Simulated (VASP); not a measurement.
# Mg2Ge2N (P-6m2) in VASP: a series of runs

Mg2Ge2N is run at these levels: PBE; tasks: single point.

All numbers are computed with VASP 6.6.1; they aren't measurements. Logs are shortened: lines on timing, memory, paths and dates and some standing lists are left out, and cuts for length are marked.

## 1. The cell of the first run

The structure is hexagonal, space group P-6m2 (No. 187). Conventional cell: a = 3.975 Å, b = 3.975 Å, c = 6.777 Å, α = 90.00°, β = 90.00°, γ = 120.00°. Within 3.3 Å of Mg (site symmetry -6m2) lie 6 Ge at 2.46 Å. Mg (site symmetry -6m2) has 3 N at 2.30 Å and 2 Ge at 2.49 Å within 3.0 Å. Ge (site symmetry 3m) has 1 Ge at 1.80 Å within 2.4 Å. N (site symmetry -6m2) has 3 Mg at 2.30 Å within 3.0 Å.

## 2. Single point, PBE

INCAR reads:

```
ALGO     = Normal         # electronic algorithm
EDIFF    = 1E-7           # SCF threshold, eV
ENCUT    = 520            # plane-wave cutoff, eV
GGA      = PE             # functional
ISIF     = 2              # what is computed and relaxed
ISMEAR   = 0              # smearing method
LASPH    = True           # aspherical terms in the spheres
LCHARG   = False          # write CHGCAR
LREAL    = False          # projectors in reciprocal space
LWAVE    = False          # write WAVECAR
NBANDS   = 26             # bands
NELM     = 100            # most SCF steps
PREC     = Accurate       # precision mode
SIGMA    = 0.1            # smearing width, eV
```

KPOINTS reads:

```
k-points
0
Gamma
  6 6 4
```

POSCAR reads:

```
Mg2Ge2N
1.0
    3.9750685800      0.0000000000      0.0000000000
   -1.9875342900      3.4425103700      0.0000000000
    0.0000000000      0.0000000000      6.7768219500
Mg Ge N
2 2 1
Direct
    0.3333333300      0.6666666700      0.0000000000
    0.0000000000      0.0000000000      0.5000000000
    0.0000000000      0.0000000000      0.1326452800
    0.0000000000      0.0000000000      0.8673547200
    0.3333333300      0.6666666700      0.5000000000
```

Potentials or basis: VASP PAW PBE potentials, release 64 (Mg, Ge_d, N).

Run with:

```bash
$ cat potpaw_PBE.64/Mg/POTCAR potpaw_PBE.64/Ge_d/POTCAR potpaw_PBE.64/N/POTCAR > POTCAR
$ mpirun -np 1 vasp_std > vasp.out
```

OUTCAR:

```text
EDIFF = 1E-7
   ENCUT = 520
   GGA = PE
   ISIF = 2
   ISMEAR = 0
   LASPH = True
   LREAL = False
   NELM = 100
   PREC = Accurate

 ion  position               nearest neighbor table
   1  0.333  0.667  0.000-   3 2.46   4 2.46   3 2.46   4 2.46   3 2.46   4 2.46
   2  0.000  0.000  0.500-   5 2.30   5 2.30   5 2.30   3 2.49   4 2.49
   3  0.000  0.000  0.133-   4 1.80   1 2.46   1 2.46   1 2.46   2 2.49
   4  0.000  0.000  0.867-   3 1.80   1 2.46   1 2.46   1 2.46   2 2.49
   5  0.333  0.667  0.500-   2 2.30   2 2.30   2 2.30

  LATTYP: Found a hexagonal cell.
 ALAT       =     3.9750685800
 C/A-ratio  =     1.7048314548

  Lattice vectors:

 A1 = (   3.9750685800,   0.0000000000,   0.0000000000)
 A2 = (  -1.9875342900,   3.4425103700,   0.0000000000)
 A3 = (   0.0000000000,   0.0000000000,   6.7768219500)

Analysis of symmetry for initial positions (statically):
=====================================================================
 Subroutine PRICEL returns:
 Original cell was already a primitive cell.

 Routine SETGRP: Setting up the symmetry group for a
 hexagonal supercell.

 Subroutine GETGRP returns: Found 12 space group operations
 (whereof 12 operations were pure point group operations)
 out of a pool of 24 trial point group operations.

The static configuration has the point symmetry D_3h.

Analysis of symmetry for dynamics (positions and initial velocities):
=====================================================================
 Subroutine PRICEL returns:
 Original cell was already a primitive cell.

 Routine SETGRP: Setting up the symmetry group for a
 hexagonal supercell.

 Subroutine GETGRP returns: Found 12 space group operations
 (whereof 12 operations were pure point group operations)
 out of a pool of 24 trial point group operations.

The dynamic configuration has the point symmetry D_3h.

 Subroutine INISYM returns: Found 12 space group operations
 (whereof 12 operations are pure point group operations),
 and found     1 'primitive' translations

----------------------------------------------------------------------------------------

                                     Primitive cell

  volume of cell :      92.7355

  direct lattice vectors                    reciprocal lattice vectors
     3.975068580  0.000000000  0.000000000     0.251567987  0.145242845  0.000000000
    -1.987534290  3.442510370  0.000000000     0.000000000  0.290485690  0.000000000
     0.000000000  0.000000000  6.776821950     0.000000000  0.000000000  0.147561793

  length of vectors
     3.975068580  3.975068578  6.776821950     0.290485690  0.290485690  0.147561793

  position of ions in fractional coordinates (direct lattice)
     0.333333330  0.666666670  0.000000000
     0.000000000  0.000000000  0.500000000
     0.000000000  0.000000000  0.132645280
     0.000000000  0.000000000  0.867354720
     0.333333330  0.666666670  0.500000000

  ion indices of the primitive-cell ions
   primitive index   ion index
                 1           1
                 2           2
                 3           3
                 4           4
                 5           5

----------------------------------------------------------------------------------------

 KPOINTS: k-points

Automatic generation of k-mesh.
 Grid dimensions read from file:
 generate k-points for:    6    6    4

 Generating k-lattice:

  Cartesian coordinates                     Fractional coordinates (reciprocal lattice)
     0.041927998  0.024207141  0.000000000     0.166666667  0.000000000  0.000000000
     0.000000000  0.048414282  0.000000000     0.000000000  0.166666667  0.000000000
     0.000000000  0.000000000  0.036890448     0.000000000  0.000000000  0.250000000

  Length of vectors
     0.048414282  0.048414282  0.036890448

  Shift w.r.t. Gamma in fractional coordinates (k-lattice)
     0.000000000  0.000000000  0.000000000

 Subroutine IBZKPT returns following result:
 ===========================================

 Found     21 irreducible k-points:

 Following reciprocal coordinates:
            Coordinates               Weight
  0.000000  0.000000  0.000000      1.000000
  0.166667 -0.000000  0.000000      6.000000
  0.333333  0.000000  0.000000      6.000000
  0.500000 -0.000000  0.000000      3.000000
  0.166667  0.166667  0.000000      6.000000
  0.333333  0.166667  0.000000     12.000000
[... 13 lines left out ...]
  0.333333  0.166667  0.500000     12.000000
  0.333333  0.333333  0.500000      2.000000
   k-points           NKPTS =     21   k-points in BZ     NKDIM =     21   number of bands    NBANDS=     26
   number of dos      NEDOS =    301   number of ions     NIONS =      5
   total plane-waves  NPLWV =  45000
   dimension x,y,z NGX =    30 NGY =   30 NGZ =   50
   dimension x,y,z NGXF=    60 NGYF=   60 NGZF=  100
   ions per type =               2   2   1
   NGX,Y,Z   is equivalent  to a cutoff of  12.55, 12.55, 12.27 a.u.
   NGXF,Y,Z  is equivalent  to a cutoff of  25.09, 25.09, 24.53 a.u.
 SYSTEM =  unknown system
   PREC   = accura    normal or accurate (medium, high low for compatibility)
   ISTART =      0    job   : 0-new  1-cont  2-samecut
   ICHARG =      2    charge: 1-file 2-atom 10-const
   ISPIN  =      1    spin polarized calculation?
   LNONCOLLINEAR =      F non collinear calculations
   LSORBIT =      F    spin-orbit coupling
   LASPH  =      T    aspherical Exc in radial PAW
   ENCUT  =  520.0 eV  38.22 Ry    6.18 a.u.   7.39  7.39 12.60*2*pi/ulx,y,z
   NELM   =    100;   NELMIN=  2; NELMDL= -5     # of ELM steps
   EDIFF  = 0.1E-06   stopping-criterion for ELM
   LREAL  =      F    real-space projection
   EDIFFG = 0.1E-05   stopping-criterion for IOM
   NSW    =      0    number of steps for IOM
   IBRION =     -1    ionic relax: 0-MD 1-quasi-New 2-CG
   NFREE  =      0    steps in history (QN), initial steepest desc. (CG)
   ISIF   =      2    stress and relaxation
   ISYM   =      2    0-nonsym 1-usesym 2-fastsym
   POTIM  = 0.5000    time-step for ionic-motion
   TEBEG  =    0.0;   TEEND  =   0.0 temperature during run
   PSTRESS=    0.0 pullay stress
   NELECT =      37.0000    total number of electrons
   NUPDOWN=      -1.0000    fix difference up-down
   EMIN   =  10.00;   EMAX   =-10.00  energy-range for DOS
   EFERMI =   0.00;   METHOD = LEGACY
   ISMEAR =     0;   SIGMA  =   0.10  broadening in eV -4-tet -1-fermi 0-gaus
   EFERMI_NEDOS =   21; number of points for ismear=-14 and -15
   IALGO  =     38    algorithm
   IMIX   =      4    mixing-type and parameters
     AMIX     =   0.40;   BMIX     =  1.00
     AMIX_MAG =   1.60;   BMIX_MAG =  1.00
  volume/ion in A,a.u.               =      18.55       125.16
  Fermi-wavevector in a.u.,A,eV,Ry     =   1.205203  2.277503 19.762646  1.452513
  Thomas-Fermi vector in A             =   2.340906
   LORBIT       =      0    0 simple, 1 ext, 2 COOP (PROOUT), +10 PAW based schemes
   GGA     = PE    functional components
   LHFCALC =     F    Hartree Fock is set to
   AEXX    =    0.0000 exact exchange contribution
   IVDW    =     0    specifies the selected vdW correction
   LEPSILON=     F    determine dielectric tensor
   LRPA    =     F    only Hartree local field effects (RPA)
 non-spin polarized calculation
 Gauss-broadening in eV      SIGMA  =   0.10
  energy-cutoff  :      520.00
  volume of cell :       92.74
 maximum number of plane-waves:      2521
 NGX is ok and might be reduce to    30
   NGX = 15   NGY = 15   NGZ = 25

 number of electron      37.0000029 magnetization

 Free energy of the ion-electron system (eV)
  ---------------------------------------------------
  ext. energy  EPLUGINS =         0.00000000
  ---------------------------------------------------
  free energy    TOTEN  =       -12.88838589 eV

  energy without entropy =      -12.87425043  energy(sigma->0) =      -12.88131816

 E-fermi :   3.2702     XC(G=0):  -9.4302

 val. band max:        3.2689529102   @ k =   0.3333   0.1667   0.5000
 cond. band min:       3.3099119790   @ k =   0.3333   0.0000   0.0000
 fundamental gap:      0.0409590688
 Fermi energy:         3.2701684750

 k-point     1 :       0.0000    0.0000    0.0000
  band No.  band energies     occupation
      1     -22.6458      2.00000
      2     -21.9661      2.00000
      3     -21.9661      2.00000
      4     -21.4524      2.00000
      5     -21.4524      2.00000
      6     -21.3030      2.00000
[... 18 lines left out ...]
     25       8.8480      0.00000
     26       9.1635      0.00000

 k-point     2 :       0.1667   -0.0000    0.0000
  band No.  band energies     occupation
      1     -22.6456      2.00000
      2     -21.9673      2.00000
      3     -21.9663      2.00000
      4     -21.4528      2.00000
      5     -21.4506      2.00000
      6     -21.3028      2.00000
[... 18 lines left out ...]
     25       9.4476      0.00000
     26       9.4927      0.00000

 k-point     3 :       0.3333    0.0000    0.0000
  band No.  band energies     occupation
      1     -22.6452      2.00000
      2     -21.9696      2.00000
      3     -21.9666      2.00000
      4     -21.4536      2.00000
      5     -21.4471      2.00000
      6     -21.3024      2.00000
[... 18 lines left out ...]
     25      10.8319      0.00000
     26      11.0993      0.00000

 k-point     4 :       0.5000   -0.0000    0.0000
  band No.  band energies     occupation
      1     -22.6449      2.00000
      2     -21.9708      2.00000
      3     -21.9667      2.00000
      4     -21.4540      2.00000
      5     -21.4454      2.00000
      6     -21.3022      2.00000
[... 18 lines left out ...]
     25      10.6932      0.00000
     26      12.2512      0.00000
[... 409 lines left out ...]
      1     -22.6444      2.00000
      2     -21.9688      2.00000
      3     -21.9667      2.00000
      4     -21.4528      2.00000
      5     -21.4485      2.00000
      6     -21.3022      2.00000
[... 18 lines left out ...]
     25      10.5058      0.00000
     26      11.0924      0.00000

 k-point    20 :       0.3333    0.1667    0.5000
  band No.  band energies     occupation
      1     -22.6440      2.00000
      2     -21.9702      2.00000
      3     -21.9673      2.00000
      4     -21.4525      2.00000
      5     -21.4468      2.00000
      6     -21.3015      2.00000
[... 18 lines left out ...]
     25      10.3625      0.00000
     26      10.8238      0.00000

 k-point    21 :       0.3333    0.3333    0.5000
  band No.  band energies     occupation
      1     -22.6439      2.00000
      2     -21.9698      2.00000
      3     -21.9684      2.00000
      4     -21.4495      2.00000
      5     -21.4492      2.00000
      6     -21.2998      2.00000
[... 18 lines left out ...]
     25      10.5835      0.00000
     26      10.8167      0.00000

------------------------ aborting loop because EDIFF is reached ----------------------------------------

  FORCE on cell =-STRESS in cart. coord.  units (eV):
  Direction    XX          YY          ZZ          XY          YZ          ZX
  --------------------------------------------------------------------------------------
  -------------------------------------------------------------------------------------
  Total        5.5296875      5.5296875     39.0025452      0.0000000     -0.0000000     -0.0000000
  in kB       95.5355953     95.5355952    673.8412179      0.0000000     -0.0000000     -0.0000000
  external PRESSURE =     288.3041361 kB  Pullay stress =       0.0000000 kB

 VOLUME and BASIS-vectors are now :
 -----------------------------------------------------------------------------
  energy-cutoff  :      520.00
  volume of cell :       92.74
      direct lattice vectors                 reciprocal lattice vectors
     3.975068580  0.000000000  0.000000000     0.251567987  0.145242845  0.000000000
    -1.987534290  3.442510370  0.000000000     0.000000000  0.290485690  0.000000000
     0.000000000  0.000000000  6.776821950     0.000000000  0.000000000  0.147561793

 POSITION                                       TOTAL-FORCE (eV/Angst)
 -----------------------------------------------------------------------------------
     -0.00000      2.29501      0.00000         0.000000      0.000000      0.000000
      0.00000      0.00000      3.38841         0.000000     -0.000000      0.000000
      0.00000      0.00000      0.89891         0.000000      0.000000     19.263943
      0.00000      0.00000      5.87791         0.000000      0.000000    -19.263943
     -0.00000      2.29501      3.38841        -0.000000     -0.000000      0.000000
 -----------------------------------------------------------------------------------
    total drift:                                0.000012     -0.000007      0.000000

  FREE ENERGIE OF THE ION-ELECTRON SYSTEM (eV)
  ---------------------------------------------------
  free  energy   TOTEN  =       -12.8883858926 eV

  energy  without entropy=      -12.8742504340  energy(sigma->0) =      -12.88131816
```

It took 29 s on 1 thread of Intel Xeon 6975P-C (Granite Rapids), shared host; peak memory 0.22 GiB.

What came out:

* Free energy: -12.8884 eV
* Pressure: 28.8 GPa
* Largest force: 19.264 eV/Å

Forces on the atoms (eV/Å):
```
Mg    0.000   0.000   0.000
Mg    0.000   0.000   0.000
Ge    0.000   0.000  19.264
Ge    0.000   0.000 -19.264
N     0.000   0.000   0.000
```

Caveat: forces of over 1 eV/Å act on the atoms, so gaps and moduli don't describe the material at rest.

(Continued in part 2 of 2.)
